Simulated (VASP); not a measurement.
# SiC (Cm) in VASP: notebook, part 2 of 2

VASP 6.6.1.

## Step 4: Single point, r2SCAN (the part above a cut slid along it)

Contents of POSCAR:

```
SiC
1.0
    2.1740000000     -2.1740000000      0.0000000000
    2.1740000000      0.0000000000     -2.1740000000
   12.6818116000      6.7030942000      6.7030942000
Si C
6 6
Direct
    0.6094034733      0.6094034733      0.0624666667
   -0.8211798600     -0.8211798600      0.8958000000
    0.1232868067      0.1232868067      0.2291333333
    0.1510534733      0.1510534733      0.5624666667
   -0.3628298600     -0.3628298600      0.3958000000
   -0.3350631933     -0.3350631933      0.7291333333
    0.2656409733      0.2656409733      0.4374666667
    0.7517576400      0.7517576400      0.2708000000
   -0.2204756933     -0.2204756933      0.6041333333
   -0.1927090267     -0.1927090267      0.9374666667
   -0.7065923600     -0.7065923600      0.7708000000
    0.2378743067      0.2378743067      0.1041333333
```

Contents of INCAR.step1:

```
SYSTEM = SiC
PREC     = Accurate       ! precision mode
ENCUT    = 520            ! plane-wave cutoff, eV
ISMEAR   = 0              ! smearing method
SIGMA    = 0.05           ! smearing width, eV
LREAL    = .FALSE.        ! projectors in reciprocal space
LASPH    = .TRUE.         ! aspherical terms in the spheres
NELM     = 80             ! most SCF steps
NBANDS   = 36             ! bands
GGA      = PE             ! functional
ALGO     = Normal         ! electronic algorithm
EDIFF    = 1E-4           ! SCF threshold, eV
LWAVE    = .TRUE.         ! write WAVECAR
LCHARG   = .FALSE.        ! write CHGCAR
```

Contents of INCAR.step2:

```
SYSTEM = SiC
PREC     = Accurate       ! precision mode
ENCUT    = 520            ! plane-wave cutoff, eV
EDIFF    = 1E-6           ! SCF threshold, eV
ISMEAR   = 0              ! smearing method
SIGMA    = 0.05           ! smearing width, eV
LREAL    = .FALSE.        ! projectors in reciprocal space
LASPH    = .TRUE.         ! aspherical terms in the spheres
NELM     = 80             ! most SCF steps
ALGO     = Normal         ! electronic algorithm
ISIF     = 2              ! what is computed and relaxed
LWAVE    = .FALSE.        ! write WAVECAR
LCHARG   = .TRUE.         ! write CHGCAR
METAGGA  = R2SCAN         ! meta-GGA
LMIXTAU  = .TRUE.       
LELF     = .TRUE.         ! ELF
LVHAR    = .TRUE.       
NBANDS   = 36             ! bands
ISTART   = 1
```

Contents of KPOINTS:

```
Automatic mesh
0
G
  10 10 2
  0 0 0
```

Potentials or basis: VASP PAW PBE potentials, release 64 (Si, C).

Command:

```
$ cat potpaw_PBE.64/Si/POTCAR potpaw_PBE.64/C/POTCAR > POTCAR
$ cp INCAR.step1 INCAR
$ mpirun -np 1 vasp_std > vasp.out
$ cp INCAR.step2 INCAR
$ mpirun -np 1 vasp_std > vasp.out
```

OUTCAR:

```text
SYSTEM = SiC
   PREC = Accurate
   ENCUT = 520
   EDIFF = 1E-6
   ISMEAR = 0
   LREAL = .FALSE.
   LASPH = .TRUE.
   NELM = 80
   ISIF = 2
   METAGGA = R2SCAN
   ISTART = 1

 ion  position               nearest neighbor table
   1  0.609  0.609  0.062-  12 1.88  12 1.88  12 1.88  10 1.93   2 2.98   2 2.98   3 3.07   3 3.07
                             3 3.07
   2  0.179  0.179  0.896-  11 1.88  10 1.88  10 1.88  10 1.88   1 2.98   1 2.98   6 3.07   6 3.07
                             6 3.07
   3  0.123  0.123  0.229-  12 1.88   8 1.88   8 1.88   8 1.88   1 3.07   1 3.07   1 3.07   5 3.07
                             5 3.07   5 3.07
   4  0.151  0.151  0.562-   9 1.88   9 1.88   9 1.88   7 1.88   6 3.07   6 3.07   6 3.07   5 3.07
                             5 3.07   5 3.07
   5  0.637  0.637  0.396-   8 1.88   7 1.88   7 1.88   7 1.88   4 3.07   4 3.07   3 3.07   3 3.07
                             4 3.07   3 3.07
   6  0.665  0.665  0.729-   9 1.88  11 1.88  11 1.88  11 1.88   4 3.07   4 3.07   4 3.07   2 3.07
                             2 3.07   2 3.07
   7  0.266  0.266  0.437-   4 1.88   5 1.88   5 1.88   5 1.88
   8  0.752  0.752  0.271-   5 1.88   3 1.88   3 1.88   3 1.88
   9  0.780  0.780  0.604-   4 1.88   4 1.88   4 1.88   6 1.88
  10  0.807  0.807  0.937-   2 1.88   2 1.88   2 1.88   1 1.93
  11  0.293  0.293  0.771-   2 1.88   6 1.88   6 1.88   6 1.88
  12  0.238  0.238  0.104-   1 1.88   1 1.88   1 1.88   3 1.88

  LATTYP: Found a base centered monoclinic cell.
 ALAT       =     5.3251907008
 B/A-ratio  =     0.5773502692
 C/A-ratio  =     2.8296534929
 COS(beta)  =    -0.0294382334

  Lattice vectors:

 A1 = (   2.1740000000,  -2.1740000000,   0.0000000000)
 A2 = (   2.1740000000,   0.0000000000,  -2.1740000000)
 A3 = (   8.3338116000,   8.8770942000,   8.8770942000)

Analysis of symmetry for initial positions (statically):
=====================================================================
 Subroutine PRICEL returns:
 Original cell was already a primitive cell.

 Routine SETGRP: Setting up the symmetry group for a
 base centered monoclinic supercell.

 Subroutine GETGRP returns: Found  2 space group operations
 (whereof  2 operations were pure point group operations)
 out of a pool of  4 trial point group operations.

The static configuration has the point symmetry C_1h.

Analysis of symmetry for dynamics (positions and initial velocities):
=====================================================================
 Subroutine PRICEL returns:
 Original cell was already a primitive cell.

 Routine SETGRP: Setting up the symmetry group for a
 base centered monoclinic supercell.

 Subroutine GETGRP returns: Found  2 space group operations
 (whereof  2 operations were pure point group operations)
 out of a pool of  4 trial point group operations.

The dynamic configuration has the point symmetry C_1h.

 Subroutine INISYM returns: Found  2 space group operations
 (whereof  2 operations are pure point group operations),
 and found     1 'primitive' translations

----------------------------------------------------------------------------------------

                                     Primitive cell

  volume of cell :     123.2991

  direct lattice vectors                    reciprocal lattice vectors
[... 91 lines left out ...]
   total plane-waves  NPLWV =  69120
   dimension x,y,z NGX =    24 NGY =   24 NGZ =  120
   dimension x,y,z NGXF=    48 NGYF=   48 NGZF=  240
   ions per type =               6   6
   NGX,Y,Z   is equivalent  to a cutoff of  12.98, 12.98, 12.60 a.u.
   NGXF,Y,Z  is equivalent  to a cutoff of  25.95, 25.95, 25.20 a.u.
 SYSTEM =  SiC
   PREC   = accura    normal or accurate (medium, high low for compatibility)
   ISTART =      1    job   : 0-new  1-cont  2-samecut
   ICHARG =      0    charge: 1-file 2-atom 10-const
   ISPIN  =      1    spin polarized calculation?
   LNONCOLLINEAR =      F non collinear calculations
   LSORBIT =      F    spin-orbit coupling
   LASPH  =      T    aspherical Exc in radial PAW
   ENCUT  =  520.0 eV  38.22 Ry    6.18 a.u.   5.72  5.72 29.44*2*pi/ulx,y,z
   NELM   =     80;   NELMIN=  2; NELMDL=  0     # of ELM steps
   EDIFF  = 0.1E-05   stopping-criterion for ELM
   LREAL  =      F    real-space projection
   EDIFFG = 0.1E-04   stopping-criterion for IOM
   NSW    =      0    number of steps for IOM
   IBRION =     -1    ionic relax: 0-MD 1-quasi-New 2-CG
   NFREE  =      0    steps in history (QN), initial steepest desc. (CG)
   ISIF   =      2    stress and relaxation
   ISYM   =      2    0-nonsym 1-usesym 2-fastsym
   POTIM  = 0.5000    time-step for ionic-motion
   TEBEG  =    0.0;   TEEND  =   0.0 temperature during run
   PSTRESS=    0.0 pullay stress
   NELECT =      48.0000    total number of electrons
   NUPDOWN=      -1.0000    fix difference up-down
   EMIN   =  10.00;   EMAX   =-10.00  energy-range for DOS
   EFERMI =   0.00;   METHOD = LEGACY
   ISMEAR =     0;   SIGMA  =   0.05  broadening in eV -4-tet -1-fermi 0-gaus
   EFERMI_NEDOS =   21; number of points for ismear=-14 and -15
   IALGO  =     38    algorithm
   IMIX   =      4    mixing-type and parameters
     AMIX     =   0.40;   BMIX     =  1.00
     AMIX_MAG =   1.60;   BMIX_MAG =  1.00
  volume/ion in A,a.u.               =      10.27        69.34
  Fermi-wavevector in a.u.,A,eV,Ry     =   1.195369  2.258920 19.441458  1.428907
  Thomas-Fermi vector in A             =   2.331336
   LORBIT       =      0    0 simple, 1 ext, 2 COOP (PROOUT), +10 PAW based schemes
   METAGGA = R2SCAN    functional components
   LHFCALC =     F    Hartree Fock is set to
   AEXX    =    0.0000 exact exchange contribution
   IVDW    =     0    specifies the selected vdW correction
   LEPSILON=     F    determine dielectric tensor
   LRPA    =     F    only Hartree local field effects (RPA)
 non-spin polarized calculation
 Gauss-broadening in eV      SIGMA  =   0.05
  energy-cutoff  :      520.00
  volume of cell :      123.30
 maximum number of plane-waves:      3340
   NGX = 11   NGY = 11   NGZ = 59

 number of electron      48.0000003 magnetization

 Free energy of the ion-electron system (eV)
  ---------------------------------------------------
  ext. energy  EPLUGINS =         0.00000000
  ---------------------------------------------------
  free energy    TOTEN  =      -115.65238178 eV

  energy without entropy =     -115.65238178  energy(sigma->0) =     -115.65238178

 E-fermi :   8.4848     XC(G=0): -11.9705

 val. band max:        8.2213036236   @ k =   0.0000   0.0000   0.0000
 cond. band min:       9.6032495566   @ k =   0.5000   0.5000  -0.0000
 fundamental gap:      1.3819459329
 Fermi energy:         8.4847812110

 k-point     1 :       0.0000    0.0000    0.0000
  band No.  band energies     occupation
      1      -8.1704      2.00000
      2      -7.6167      2.00000
      3      -7.5961      2.00000
      4      -6.0388      2.00000
      5      -6.0150      2.00000
      6      -4.5174      2.00000
[... 925 lines left out ...]
     35      16.4535      0.00000
     36      16.8812      0.00000

 [... further k-points ...]

------------------------ aborting loop because EDIFF is reached ----------------------------------------

  FORCE on cell =-STRESS in cart. coord.  units (eV):
  Direction    XX          YY          ZZ          XY          YZ          ZX
  --------------------------------------------------------------------------------------
  -------------------------------------------------------------------------------------
  Total        2.7924822     -0.4477029     -0.4477029      1.2567560     -2.2331548      1.2567555
  in kB       36.2861705     -5.8175561     -5.8175561     16.3305829    -29.0181377     16.3305767
  external PRESSURE =       8.2170194 kB  Pullay stress =       0.0000000 kB

 VOLUME and BASIS-vectors are now :
 -----------------------------------------------------------------------------
  energy-cutoff  :      520.00
  volume of cell :      123.30
      direct lattice vectors                 reciprocal lattice vectors
     2.174000000 -2.174000000  0.000000000     0.118188439 -0.341793162  0.118188439
     2.174000000  0.000000000 -2.174000000     0.118188439  0.118188439 -0.341793162
    12.681811600  6.703094200  6.703094200     0.038331800  0.038331800  0.038331800

 POSITION                                       TOTAL-FORCE (eV/Angst)
 -----------------------------------------------------------------------------------
      3.44188     -0.90612     -0.90612         0.868538     -0.697354     -0.697354
     12.13788      5.61588      5.61588        -0.007377     -0.062830     -0.062830
      3.44188      1.26788      1.26788         0.090197      0.001054      0.001054
      7.78988      3.44188      3.44188         0.018421      0.013242      0.013242
      7.78988      1.26788      1.26788         0.027615      0.009299      0.009299
     12.13788      3.44188      3.44188         0.031486      0.006444      0.006444
      6.70288      2.35488      2.35488        -0.016361     -0.014282     -0.014282
      6.70288      0.18088      0.18088         0.004174     -0.021642     -0.021642
     11.05088      2.35488      2.35488        -0.031359     -0.007795     -0.007795
     15.39888      4.52888      4.52888        -0.826050      0.661246      0.661246
     11.05088      4.52888      4.52888        -0.142765      0.038663      0.038663
      2.35488      0.18088      0.18088        -0.016520      0.073956      0.073956
 -----------------------------------------------------------------------------------
    total drift:                               -0.001115     -0.000668     -0.000668

  FREE ENERGIE OF THE ION-ELECTRON SYSTEM (eV)
  ---------------------------------------------------
  free  energy   TOTEN  =      -115.6523817786 eV

  energy  without entropy=     -115.6523817786  energy(sigma->0) =     -115.65238178
```

Run time: 28 min. Hardware: 1 thread of Oxide Virtual Turin-like, shared host; peak memory 0.36 GiB.

What came out:

```
Free energy            : -115.6524 eV
Pressure               : 0.8 GPa
Largest force          : 1.314 eV/Å
Band gap on the k mesh : 1.38 eV (least direct gap 2.36 eV)
```

Forces on the atoms (eV/Å):
```
Si   0.869 -0.697 -0.697
Si  -0.007 -0.063 -0.063
Si   0.090  0.001  0.001
Si   0.018  0.013  0.013
Si   0.028  0.009  0.009
Si   0.031  0.006  0.006
C   -0.016 -0.014 -0.014
C    0.004 -0.022 -0.022
C   -0.031 -0.008 -0.008
C   -0.826  0.661  0.661
C   -0.143  0.039  0.039
C   -0.017  0.074  0.074
```

Caveat: the cell differs from its parent crystal (the part above a cut slid along it); the PAW data sets were made with another functional, which shifts forces and pressure a little.

## Step 5: Overview

```csv
cell,gap on the mesh (eV),pressure (GPa),largest force (eV/Å)
"a = 3.075, b = 3.075, c = 15.379 Å, angles 79.9, 79.9, 60.0°, 12 atoms",1.18,-0.9,0.85
"a = 3.075, b = 3.075, c = 15.582 Å, angles 77.2, 77.2, 60.0°, 12 atoms",1.08,-0.8,1.61
"a = 3.075, b = 3.075, c = 15.833 Å, angles 74.5, 74.5, 60.0°, 12 atoms",1.38,0.8,1.31
```

Alike in all rows: task single point; level r2SCAN; potentials or basis VASP PAW PBE potentials, release 64 (Si, C); no spin polarisation; k mesh 10 × 10 × 2; cutoff (eV) 520; smearing gaussian 0.05 eV.

Caveats: the PAW data sets were made with another functional, which shifts forces and pressure a little.

Absolute energies hang on the potentials; compare differences alone.
